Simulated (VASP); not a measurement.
# CuO (F-43m) in VASP: settings compared, part 2 of 2

VASP 6.6.1.

### Step 4. Single point, PBEsol

This run uses another cell than the first one, of 13.36 Å³/atom, 1.060 times its volume.

The input, INCAR:

```
ALGO     = Normal         # electronic algorithm
EDIFF    = 1E-7           # SCF threshold, eV
ENCUT    = 520            # plane-wave cutoff, eV
GGA      = PS             # functional
ISIF     = 2              # what is computed and relaxed
ISMEAR   = -1             # smearing method
LASPH    = True           # aspherical terms in the spheres
LCHARG   = False          # write CHGCAR
LREAL    = False          # projectors in reciprocal space
LWAVE    = False          # write WAVECAR
NBANDS   = 16             # bands
NELM     = 80             # most SCF steps
PREC     = Accurate       # precision mode
SIGMA    = 0.05           # smearing width, eV
```

The input, KPOINTS:

```
k-points
0
Gamma
  10 10 10
```

The input, POSCAR:

```
CuO
1.0
    0.0000000000      2.3728967245      2.3728967245
    2.3728967245      0.0000000000      2.3728967245
    2.3728967245      2.3728967245      0.0000000000
Cu O
1 1
Direct
    0.0000000000      0.0000000000      0.0000000000
    0.2500000000      0.2500000000      0.2500000000
```

Potentials or basis: VASP PAW PBE potentials, release 64 (Cu, O).

On the command line:

```
$ cat potpaw_PBE.64/Cu/POTCAR potpaw_PBE.64/O/POTCAR > POTCAR
$ mpirun -np 1 vasp_std > vasp.out
```

OUTCAR:

```text
EDIFF = 1E-7
   ENCUT = 520
   GGA = PS
   ISIF = 2
   ISMEAR = -1
   LASPH = True
   LREAL = False
   NELM = 80
   PREC = Accurate

 ion  position               nearest neighbor table
   1  0.000  0.000  0.000-   2 2.05   2 2.05   2 2.05   2 2.05
   2  0.250  0.250  0.250-   1 2.05   1 2.05   1 2.05   1 2.05

  LATTYP: Found a face centered cubic cell.
 ALAT       =     4.7457934490

  Lattice vectors:

 A1 = (   0.0000000000,   2.3728967245,   2.3728967245)
 A2 = (   2.3728967245,   0.0000000000,   2.3728967245)
 A3 = (   2.3728967245,   2.3728967245,   0.0000000000)

Analysis of symmetry for initial positions (statically):
=====================================================================
 Subroutine PRICEL returns:
 Original cell was already a primitive cell.

 Routine SETGRP: Setting up the symmetry group for a
 face centered cubic supercell.

 Subroutine GETGRP returns: Found 24 space group operations
 (whereof 24 operations were pure point group operations)
 out of a pool of 48 trial point group operations.

The static configuration has the point symmetry T_d .

[... 158 lines left out ...]
  energy without entropy =      -10.07659056  energy(sigma->0) =      -10.08887217

 E-fermi :   2.3086     XC(G=0): -10.5474

 val. band max:        2.2990520555   @ k =   0.3000   0.2000   0.0000
 cond. band min:       2.3118767877   @ k =   0.5000   0.0000   0.0000
 fundamental gap:      0.0128247322
 Fermi energy:         2.3086067891

 k-point     1 :       0.0000    0.0000    0.0000
  band No.  band energies     occupation
      1     -15.4999      2.00000
      2      -1.7388      2.00000
      3      -1.7388      2.00000
      4      -1.7388      2.00000
      5       0.6045      2.00000
      6       0.6045      2.00000
[... 433 lines left out ...]
      3      -1.3710      2.00000
      4      -1.3292      2.00000
      5       0.3896      2.00000
      6       0.7375      2.00000
[... 8 lines left out ...]
     15      23.5550      0.00000
     16      25.6582      0.00000

 [... further k-points ...]

------------------------ aborting loop because EDIFF is reached ----------------------------------------

  FORCE on cell =-STRESS in cart. coord.  units (eV):
  Direction    XX          YY          ZZ          XY          YZ          ZX
  --------------------------------------------------------------------------------------
  -------------------------------------------------------------------------------------
  Total       -3.1872427     -3.1872427     -3.1872427      0.0000000     -0.0000000      0.0000000
  in kB     -191.0993518   -191.0993518   -191.0993518      0.0000000     -0.0000000      0.0000000
  external PRESSURE =    -191.0993518 kB  Pullay stress =       0.0000000 kB

 VOLUME and BASIS-vectors are now :
 -----------------------------------------------------------------------------
  energy-cutoff  :      520.00
  volume of cell :       26.72
      direct lattice vectors                 reciprocal lattice vectors
     0.000000000  2.372896724  2.372896724    -0.210712921  0.210712921  0.210712921
     2.372896724  0.000000000  2.372896724     0.210712921 -0.210712921  0.210712921
     2.372896724  2.372896724  0.000000000     0.210712921  0.210712921 -0.210712921

 POSITION                                       TOTAL-FORCE (eV/Angst)
 -----------------------------------------------------------------------------------
      0.00000      0.00000      0.00000        -0.000000      0.000000      0.000000
      1.18645      1.18645      1.18645         0.000000     -0.000000     -0.000000
 -----------------------------------------------------------------------------------
    total drift:                                0.000001      0.000001      0.000000

  FREE ENERGIE OF THE ION-ELECTRON SYSTEM (eV)
  ---------------------------------------------------
  free  energy   TOTEN  =       -10.1011537752 eV

  energy  without entropy=      -10.0765905582  energy(sigma->0) =      -10.08887217
```

Wall time 20 s (1 thread of AMD EPYC 9R45 (Zen 5), shared host); peak memory 0.13 GiB.

What came out:

```
Free energy : -10.1012 eV
Pressure    : -19.1 GPa
```

Levels at points of the mesh, in eV from the Fermi level:
| k point | band 7 | band 8 | band 9 | band 10 | band 11 | band 12 |
| --- | --- | --- | --- | --- | --- | --- |
| (0.00, 0.00, 0.00) | 0.67 | 0.67 | 0.67 | 0.74 | 13.39 | 13.39 |
| (0.50, 0.00, 0.00) | -1.57 | 0.00 | 0.00 | 5.50 | 7.34 | 13.08 |
| (0.50, 0.50, 0.00) | -1.20 | -0.95 | -0.95 | 5.61 | 8.68 | 11.02 |

Caveat: the PAW data sets were made with another functional, which shifts forces and pressure a little; an odd number of electrons without spin polarisation forces a metal; a magnetic or distorted state may lie lower; semilocal functionals often make such compounds metallic where correlation or magnetic order opens a gap, which also shifts bond lengths. With open d or f shells a metallic result of PBEsol can be an artefact of self-interaction; +U or a hybrid may open a gap.

### Step 5. Single point, BLYP

This run uses another cell than the first one, of 13.11 Å³/atom, 1.040 times its volume.

The input, INCAR:

```
PREC = Accurate
ENCUT = 520
EDIFF = 1E-6
ISMEAR = -1
SIGMA = 0.05
LREAL = False
LASPH = True
NELM = 80
ALGO = Normal
ISIF = 2
LWAVE = False
LCHARG = False
GGA = B5
ALDAX = 1.0
AGGAX = 1.0
AGGAC = 1.0
ALDAC = 0.0
NBANDS = 16
```

The input, KPOINTS:

```
Automatic mesh
0
Gamma
  10 10 10
```

The input, POSCAR:

```
CuO
1.0
    0.0000000000      2.3578779885      2.3578779885
    2.3578779885      0.0000000000      2.3578779885
    2.3578779885      2.3578779885      0.0000000000
Cu O
1 1
Direct
    0.0000000000      0.0000000000      0.0000000000
    0.2500000000      0.2500000000      0.2500000000
```

On the command line:

```
$ cat potpaw_PBE.64/Cu/POTCAR potpaw_PBE.64/O/POTCAR > POTCAR
$ mpirun -np 1 vasp_std > vasp.out
```

Run time: 29 s. Hardware: 1 thread of AMD EPYC 9R45 (Zen 5), shared host; peak memory 0.13 GiB.

Results (log left out):

```yaml
Free_energy: -8.8303 eV
Pressure: -8.3 GPa
```

Levels at points of the mesh, in eV from the Fermi level:
```
           k point  band 5  band 6  band 7  band 8  band 9  band 10  band 11  band 12  band 13  band 14
(0.00, 0.00, 0.00)   -1.77   -1.77    0.68    0.68    0.68     1.04    13.65    13.65    13.65    20.21
(0.50, 0.00, 0.00)   -1.68   -1.68   -1.60    0.00    0.00     5.77     7.70    13.38    13.38    17.35
(0.50, 0.50, 0.00)   -1.92   -1.60   -1.24   -0.97   -0.97     6.01     8.82    11.58    13.88    13.88
```

Caveat: the PAW data sets were made with another functional, which shifts forces and pressure a little; an odd number of electrons without spin polarisation forces a metal; a magnetic or distorted state may lie lower; semilocal functionals often make such compounds metallic where correlation or magnetic order opens a gap, which also shifts bond lengths. With open d or f shells a metallic result of BLYP can be an artefact of self-interaction; +U or a hybrid may open a gap.

### Step 6. Summary

```csv
level,cell,gap on the mesh (eV),pressure (GPa)
PBE,"a = 3.291 Å, angles 60.0°, 2 atoms",none,-9.0
PBEsol,"a = 3.335 Å, angles 60.0°, 2 atoms",none,-18.0
PBEsol,"a = 3.356 Å, angles 60.0°, 2 atoms",none,-19.1
BLYP,"a = 3.335 Å, angles 60.0°, 2 atoms",none,-8.3
```

Alike in all rows: task single point; potentials or basis VASP PAW PBE potentials, release 64 (Cu, O); no spin polarisation; k mesh 10 × 10 × 10; cutoff (eV) 520; smearing fermi-dirac 0.05 eV.

Caveats: an odd number of electrons without spin polarisation forces a metal; a magnetic or distorted state may lie lower; semilocal functionals often make such compounds metallic where correlation or magnetic order opens a gap, which also shifts bond lengths; the PAW data sets were made with another functional, which shifts forces and pressure a little (some runs).

Total energies depend on the potentials used, so only differences within one code and one set of settings carry meaning.
